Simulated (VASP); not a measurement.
A run of VASP 6.6.1 is set up as follows.

File INCAR:

```
SYSTEM = WSe2
PREC     = Accurate       ! precision mode
ENCUT    = 520            ! plane-wave cutoff, eV
EDIFF    = 1E-6           ! SCF threshold, eV
ISMEAR   = 0              ! smearing method
SIGMA    = 0.05           ! smearing width, eV
LREAL    = .False.        ! projectors in reciprocal space
LASPH    = .True.         ! aspherical terms in the spheres
NELM     = 60             ! most SCF steps
ALGO     = Normal         ! electronic algorithm
ISIF     = 2              ! what is computed and relaxed
LWAVE    = .False.        ! write WAVECAR
LCHARG   = .False.        ! write CHGCAR
GGA      = PE             ! functional
IVDW     = 12             ! dispersion correction
NBANDS   = 35             ! bands
```

Contents of KPOINTS:

```
Automatic mesh
0
Gamma
  9 9 2
  0 0 0
```

Contents of POSCAR:

```
WSe2
1.0
   -3.2789854852      0.0000000000      0.0000000000
   -1.6394927426     -2.8396847288      0.0000000000
   -0.4098731856     -0.7099211822     14.0112373504
W Se
2 4
Direct
    0.0000000000     -0.1875000000      0.7500000000
    0.0000000000     -0.0625000000      0.2500000000
    0.3333333333      0.1157642268      0.8702764262
    0.3333333333      0.2407642268      0.3702764262
    0.3333333333      0.3009024399      0.1297235738
    0.3333333333      0.1759024399      0.6297235738
```

Potentials or basis: VASP PAW PBE potentials, release 64 (W_sv, Se).

Command:

```console
$ cat potpaw_PBE.64/W_sv/POTCAR potpaw_PBE.64/Se/POTCAR > POTCAR
$ mpirun -np 1 vasp_std > vasp.out
```

Problem. Estimate the largest force.

Solution. 0.107 eV/Å.

Problem. Predict the pressure.

Solution. 0.2 GPa.

Problem. Estimate the band gap on the k mesh.

Solution. 1.35 eV, indirect (least direct gap 1.64 eV).

Stress tensor (GPa, compression positive):
```
 0.25  0.03 -0.11
 0.03  0.28 -0.18
-0.11 -0.18  0.02
```

Caveat: spin-orbit coupling is left out, which moves the levels of the heavy elements. A k mesh can miss the band edges.
